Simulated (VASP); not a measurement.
Write the native input for VASP 6.6.1 that does the following.

* Task: relaxation of cell and atoms
* Functional: PBEsol
* Potentials or basis: VASP PAW PBE potentials, release 64 (Co, Si)
* Cutoff: 600 eV
* k mesh: 14 × 14 × 14
* Occupations: gaussian, width 0.1 eV
* Spin: no spin polarisation
* Target pressure: 4 GPa
* Dipole correction: no
* Further INCAR settings: ALGO = Normal; EDIFF = 1e-06; IBRION = 2; EDIFFG = -0.008; NSW = 70; ISIF = 3

The structure of CoSi2 lies in POSCAR:

```
CoSi2
1.0
    0.0000000000      2.6386078937      2.6386078937
    2.6386078937      0.0000000000      2.6386078937
    2.6386078937      2.6386078937      0.0000000000
Co Si
1 2
Direct
    0.0000000000      0.0000000000      0.0000000000
    0.2500000000      0.2500000000      0.2500000000
    0.7500000000      0.7500000000      0.7500000000
```

These files were run (other wordings do the same):

INCAR

```
SYSTEM = CoSi2
PREC = Accurate ; ENCUT = 600
EDIFF = 1E-6 ; ISMEAR = 0
SIGMA = 0.1 ; LREAL = .FALSE.
LASPH = .TRUE. ; NELM = 100
ALGO = Normal ; ISIF = 3
LWAVE = .FALSE. ; LCHARG = .FALSE.
GGA = PS ; IBRION = 2
NSW = 70 ; EDIFFG = -0.008
PSTRESS = 40.0
```

KPOINTS

```
Automatic mesh
0
G
  14 14 14
  0 0 0
```

Potentials or basis: VASP PAW PBE potentials, release 64 (Co, Si).

Launch:

```sh
$ cat potpaw_PBE.64/Co/POTCAR potpaw_PBE.64/Si/POTCAR > POTCAR
$ mpirun -np 1 vasp_std > vasp.out
```

Results of the run:

```yaml
Relaxed_volume: 12.26 Å³/atom
Relaxed_cell: a = 3.732 Å, b = 3.732 Å, c = 3.732 Å, α = 60.00°, β = 60.00°, γ = 60.00°
Space_group_after_relaxing_to_0.1_Å: Fm-3m (No. 225)
Energy_change_on_relaxing_the_run_minimises_the_enthalpy: -0.2 meV/atom
Ionic_steps: 3
Pressure_after_relaxing: 4.0 GPa
Band_gap_on_the_k_mesh: zero (an odd number of electrons rules out a gap without spin polarisation)
```

Caveat: the cell is relaxed towards a set pressure, so the run minimises the enthalpy, not the energy; the PAW data sets were made with another functional, which shifts forces and pressure a little; the run has no spin polarisation, though such a crystal can be magnetic.

Wall time 82 s on 1 thread of Intel(R) Xeon(R) Platinum 8488C (Sapphire Rapids) (shared host), peak memory 0.21 GiB.
